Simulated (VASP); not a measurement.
Li2Se: single point with PBE+D3(BJ)

The system is Li2Se.

```
Se Li
1.0
     0.00000    3.00000    3.00000
     3.00000    0.00000    3.00000
     3.00000    3.00000    0.00000
Se Li
1 2
Cartesian
  0.0000 0.0000 0.0000
  1.5000 1.5000 1.5000
  4.5000 4.5000 4.5000
```

```
Program                : VASP 6.6.1
Task                   : single point
Functional             : PBE
Dispersion             : D3(BJ)
Potentials or basis    : VASP PAW PBE potentials, release 64 (Se, Li_sv)
Cutoff                 : 750 eV
k mesh                 : 5 × 5 × 5
Occupations            : fermi-dirac, width 0.02 eV
Spin                   : no spin polarisation
Dipole correction      : no
Further INCAR settings : ALGO = Normal; EDIFF = 1e-06; NBANDS = 13
```

The pressure is -2.5 GPa. The band gap on the k mesh is 3.23 eV (least direct gap 3.39 eV). The dispersion energy per atom is -0.262 eV.

Levels at points of the mesh, in eV from the valence-band top:
```tsv
k point	band 3	band 4	band 5	band 6	band 7	band 8	band 9	band 10
(0.00, 0.00, 0.00)	-11.40	0.00	0.00	0.00	3.39	5.62	5.62	5.62
```

It took 30 s on 1 thread of Intel Xeon 8259CL, with other jobs on the host, peak memory 0.24 GiB.

Caveat: three body term missing; an odd mesh through Γ misses points on the zone boundary, where band edges can lie.
